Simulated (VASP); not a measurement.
# Mo6C in VASP: a series of runs

Mo6C is run at these levels: PBE; tasks: single point.

Everything below comes from runs of VASP 6.6.1. Logs are shortened: lines on timing, memory, paths and dates and some standing lists are left out, and cuts for length are marked.

## (1) The cell of the first run

The cell holds a slab with vacuum, 7 atoms: a = 4.470 Å, b = 4.470 Å, c = 19.760 Å, α = 90.00°, β = 90.00°, γ = 120.00°.

## (2) Single point, PBE

Contents of INCAR:

```
SYSTEM = Mo6C
  ALGO = Normal
  DIPOL = 0.5 0.5 0.332
  EDIFF = 1E-7
  ENCUT = 520
  GGA = PE
  IDIPOL = 3
  ISIF = 2
  ISMEAR = 0
  LASPH = .True.
  LCHARG = .False.
  LDIPOL = .True.
  LREAL = .False.
  LWAVE = .False.
  NBANDS = 53
  NELM = 80
  PREC = Accurate
  SIGMA = 0.1
```

Contents of KPOINTS:

```
k-points
0
Gamma
  6 6 1
  0 0 0
```

Contents of POSCAR:

```
Mo6C
1.0
    4.4695765307      0.0000000000      0.0000000000
   -2.2347882654      3.8707668198      0.0000000000
    0.0000000000      0.0000000000     19.7595667350
Mo C
6 1
Direct
    0.6666666667      0.3333333333      0.2024335884
    0.3333333333      0.6666666667      0.2486060831
    0.0000000000      0.0000000000      0.2947785777
    0.6666666667      0.3333333333      0.3368821116
    0.3333333333      0.6666666667      0.3779725564
    0.0000000000      0.0000000000      0.4180034333
    0.0000000000      0.4444444444      0.4473571133
```

Potentials or basis: VASP PAW PBE potentials, release 64 (Mo_sv, C).

Command:

```sh
cat potpaw_PBE.64/Mo_sv/POTCAR potpaw_PBE.64/C/POTCAR > POTCAR
mpirun -np 1 vasp_std > vasp.out
```

OUTCAR:

```text
SYSTEM = Mo6C
   EDIFF = 1E-7
   ENCUT = 520
   GGA = PE
   ISIF = 2
   ISMEAR = 0
   LASPH = .True.
   LREAL = .False.
   NELM = 80
   PREC = Accurate

 ion  position               nearest neighbor table
   1  0.667  0.333  0.202-   4 2.66   2 2.74   2 2.74   2 2.74   3 3.16   3 3.16   3 3.16
   2  0.333  0.667  0.249-   5 2.56   3 2.74   3 2.74   3 2.74   1 2.74   1 2.74   1 2.74   4 3.11
                             4 3.11   4 3.11
   3  0.000  0.000  0.295-   6 2.43   4 2.71   4 2.71   4 2.71   2 2.74   2 2.74   2 2.74   5 3.06
                             5 3.06   5 3.06   1 3.16   1 3.16   1 3.16
   4  0.667  0.333  0.337-   7 2.55   1 2.66   5 2.71   5 2.71   5 2.71   3 2.71   3 2.71   3 2.71
                             6 3.04   6 3.04   6 3.04   2 3.11   2 3.11   2 3.11
   5  0.333  0.667  0.378-   7 1.90   2 2.56   6 2.70   6 2.70   6 2.70   4 2.71   4 2.71   4 2.71
                             3 3.06   3 3.06   3 3.06
   6  0.000  0.000  0.418-   7 2.07   3 2.43   7 2.55   5 2.70   5 2.70   5 2.70   4 3.04   4 3.04
                             4 3.04
   7  0.000  0.444  0.447-   5 1.90   6 2.07   4 2.55   6 2.55

  LATTYP: Found a hexagonal cell.
 ALAT       =     4.4695765307
 C/A-ratio  =     4.4209035463

  Lattice vectors:

 A1 = (   4.4695765307,   0.0000000000,   0.0000000000)
 A2 = (  -2.2347882654,   3.8707668198,   0.0000000000)
 A3 = (   0.0000000000,   0.0000000000,  19.7595667350)

Analysis of symmetry for initial positions (statically):
=====================================================================
 Subroutine PRICEL returns:
 Original cell was already a primitive cell.

 Routine SETGRP: Setting up the symmetry group for a
 hexagonal supercell.

 Subroutine GETGRP returns: Found  1 space group operations
 (whereof  1 operations were pure point group operations)
 out of a pool of 24 trial point group operations.

The static configuration has the point symmetry C_1 .

Analysis of symmetry for dynamics (positions and initial velocities):
=====================================================================
 Subroutine PRICEL returns:
 Original cell was already a primitive cell.

 Routine SETGRP: Setting up the symmetry group for a
 hexagonal supercell.

 Subroutine GETGRP returns: Found  1 space group operations
 (whereof  1 operations were pure point group operations)
 out of a pool of 24 trial point group operations.

The dynamic configuration has the point symmetry C_1 .
[... 113 lines left out ...]
   TEBEG  =    0.0;   TEEND  =   0.0 temperature during run
   PSTRESS=    0.0 pullay stress
   NELECT =      88.0000    total number of electrons
   NUPDOWN=      -1.0000    fix difference up-down
   EMIN   =  10.00;   EMAX   =-10.00  energy-range for DOS
   EFERMI =   0.00;   METHOD = LEGACY
   ISMEAR =     0;   SIGMA  =   0.10  broadening in eV -4-tet -1-fermi 0-gaus
   EFERMI_NEDOS =   21; number of points for ismear=-14 and -15
   IALGO  =     38    algorithm
   IMIX   =      4    mixing-type and parameters
     AMIX     =   0.40;   BMIX     =  1.00
     AMIX_MAG =   1.60;   BMIX_MAG =  1.00
  volume/ion in A,a.u.               =      48.84       329.56
  Fermi-wavevector in a.u.,A,eV,Ry     =   1.041411  1.967981 14.756017  1.084537
  Thomas-Fermi vector in A             =   2.176030
   LORBIT       =      0    0 simple, 1 ext, 2 COOP (PROOUT), +10 PAW based schemes
   GGA     = PE    functional components
   LHFCALC =     F    Hartree Fock is set to
   AEXX    =    0.0000 exact exchange contribution
   IVDW    =     0    specifies the selected vdW correction
   LEPSILON=     F    determine dielectric tensor
   LRPA    =     F    only Hartree local field effects (RPA)
 non-spin polarized calculation
 Gauss-broadening in eV      SIGMA  =   0.10
  energy-cutoff  :      520.00
  volume of cell :      341.85
 maximum number of plane-waves:      9223
 NGX is ok and might be reduce to    36
   NGX = 17   NGY = 17   NGZ = 73

 dipolmoment           0.000000      0.000000     -0.014955 electrons x Angstroem

 number of electron      88.0000007 magnetization

 dipolmoment           0.000000      0.000000      0.136390 electrons x Angstroem

 Free energy of the ion-electron system (eV)
  ---------------------------------------------------
  ext. energy  EPLUGINS =         0.00000000
  ---------------------------------------------------
  free energy    TOTEN  =       -67.23046829 eV

  energy without entropy =      -67.19096687  energy(sigma->0) =      -67.21071758

 E-fermi :   0.5630     XC(G=0):  -4.9673

 val. band max:        0.5565070257   @ k =   0.1667   0.1667   0.0000
 cond. band min:       0.5862479875   @ k =  -0.1667   0.5000   0.0000
 fundamental gap:      0.0297409618
 Fermi energy:         0.5630185813

 k-point     1 :       0.0000    0.0000    0.0000
  band No.  band energies     occupation
      1     -60.6225      2.00000
      2     -60.3872      2.00000
      3     -60.3479      2.00000
      4     -60.2700      2.00000
      5     -60.1951      2.00000
      6     -60.0880      2.00000
[... 1109 lines left out ...]
     52       2.1273      0.00000
     53       2.4006      0.00000

------------------------ aborting loop because EDIFF is reached ----------------------------------------

 vacuum level on the upper side and lower side of the slab       (xc-potential included)         0.685        -0.704

  FORCE on cell =-STRESS in cart. coord.  units (eV):
  Direction    XX          YY          ZZ          XY          YZ          ZX
  --------------------------------------------------------------------------------------
  -------------------------------------------------------------------------------------
  Total       -1.9548199     -2.7763394      1.6454218      2.6944722     -1.3457594     -2.3424776
  in kB       -9.1617098    -13.0119486      7.7116447     12.6282592     -6.3072085    -10.9785559
  external PRESSURE =      -4.8206712 kB  Pullay stress =       0.0000000 kB

 VOLUME and BASIS-vectors are now :
 -----------------------------------------------------------------------------
  energy-cutoff  :      520.00
  volume of cell :      341.85
      direct lattice vectors                 reciprocal lattice vectors
     4.469576531  0.000000000  0.000000000     0.223734842  0.129173371  0.000000000
    -2.234788265  3.870766820  0.000000000     0.000000000  0.258346743  0.000000000
     0.000000000  0.000000000 19.759566735     0.000000000  0.000000000  0.050608397

 POSITION                                       TOTAL-FORCE (eV/Angst)
 -----------------------------------------------------------------------------------
      2.23479      1.29026      4.00000         0.161657      0.071518      1.919226
     -0.00000      2.58051      4.91235        -0.131960     -0.040103     -1.279681
      0.00000      0.00000      5.82470         0.297520      0.246552     -1.653334
      2.23479      1.29026      6.65664        -0.369354     -0.413803     -0.449341
     -0.00000      2.58051      7.46857         1.453810      1.106113     -1.014964
      0.00000      0.00000      8.25957        -0.009462     -0.343886      2.440145
     -0.99324      1.72034      8.83958        -1.402212     -0.626391      0.037949
 -----------------------------------------------------------------------------------
    total drift:                                0.000017     -0.000020     -0.000162

  FREE ENERGIE OF THE ION-ELECTRON SYSTEM (eV)
  ---------------------------------------------------
  free  energy   TOTEN  =       -67.2304682907 eV

  energy  without entropy=      -67.1909668747  energy(sigma->0) =      -67.21071758

 vacuum level on the upper side and lower side of the slab         5.552         4.085
```

Wall time 31 min (1 thread of Intel Xeon 8259CL, shared host); peak memory 0.63 GiB.

What came out:

| Property | Result |
| --- | --- |
| Free energy | -67.2305 eV |
| Largest force | 2.464 eV/Å |
| Band gap on the k mesh | zero (bands 44 and 45 overlap by 0.17 eV) |

Forces in eV/Å, atoms in the order of the input:
```
Mo   0.162  0.072  1.919
Mo  -0.132 -0.040 -1.280
Mo   0.298  0.247 -1.653
Mo  -0.369 -0.414 -0.449
Mo   1.454  1.106 -1.015
Mo  -0.009 -0.344  2.440
C   -1.402 -0.626  0.038
```

Levels at points of the mesh, in eV from the Fermi level:
```tsv
k point	band 40	band 41	band 42	band 43	band 44	band 45	band 46	band 47	band 48	band 49
(0.00, 0.00, 0.00)	-1.41	-1.36	-1.21	-1.10	-0.66	-0.05	0.76	1.17	1.20	1.23
(0.50, 0.00, 0.00)	-1.42	-1.29	-0.94	-0.46	-0.01	0.08	0.22	0.55	1.20	1.35
(0.00, 0.50, 0.00)	-1.39	-1.21	-0.98	-0.16	-0.01	0.17	0.60	1.16	1.22	1.38
(0.50, 0.50, 0.00)	-1.44	-1.28	-0.90	-0.20	-0.01	0.17	0.56	1.08	1.33	1.60
```

## (3) Single point, PBE

Contents of INCAR:

```
SYSTEM = Mo6C
ALGO     = Normal         ! electronic algorithm
DIPOL    = 0.5 0.5 0.334
EDIFF    = 1E-7           ! SCF threshold, eV
ENCUT    = 520            ! plane-wave cutoff, eV
GGA      = PE             ! functional
IDIPOL   = 3            
ISIF     = 2              ! what is computed and relaxed
ISMEAR   = 0              ! smearing method
LASPH    = .True.         ! aspherical terms in the spheres
LCHARG   = .False.        ! write CHGCAR
LDIPOL   = .True.       
LREAL    = .False.        ! projectors in reciprocal space
LWAVE    = .False.        ! write WAVECAR
NBANDS   = 53             ! bands
NELM     = 100            ! most SCF steps
PREC     = Accurate       ! precision mode
SIGMA    = 0.1            ! smearing width, eV
```

KPOINTS is that of step 2.

POSCAR: that of step 2 with these lines changed.

```diff
@@ -14,2 +14,2 @@
     0.0000000000      0.0000000000      0.4180034333
-    0.0000000000      0.4444444444      0.4473571133
+    0.0000000000      0.6666666667      0.4626696528
```

Potentials or basis: VASP PAW PBE potentials, release 64 (Mo_sv, C).

Command:

```sh
cat potpaw_PBE.64/Mo_sv/POTCAR potpaw_PBE.64/C/POTCAR > POTCAR
mpirun -np 1 vasp_std > vasp.out
```

It took 25 min on 1 thread of Intel Xeon 8259CL, shared host; peak memory 0.63 GiB.

Results (log left out):

```yaml
Free_energy: -66.0372 eV
Largest_force: 5.062 eV/Å
Band_gap_on_the_k_mesh: zero (bands 44 and 45 overlap by 0.09 eV)
```

Forces in eV/Å, atoms in the order of the input:
```
Mo   0.133  0.040  2.073
Mo  -0.169 -0.020 -0.819
Mo   0.418 -0.193 -2.812
Mo  -0.574 -0.147 -0.636
Mo  -0.090  0.420  1.002
Mo  -2.448  4.164  1.158
C    2.730 -4.263  0.034
```

Levels at points of the mesh, in eV from the Fermi level:
```tsv
k point	band 41	band 42	band 43	band 44	band 45	band 46	band 47	band 48
(0.00, 0.00, 0.00)	-1.25	-1.24	-0.97	-0.72	0.29	0.64	1.12	1.17
(0.50, 0.00, 0.00)	-1.30	-0.95	-0.50	-0.07	0.16	0.25	1.01	1.24
(0.00, 0.50, 0.00)	-1.44	-0.92	-0.36	-0.01	0.16	0.42	0.87	1.03
(0.50, 0.50, 0.00)	-1.21	-1.03	-0.14	-0.05	0.02	0.37	0.61	1.17
```

[end of part 1 of 2]
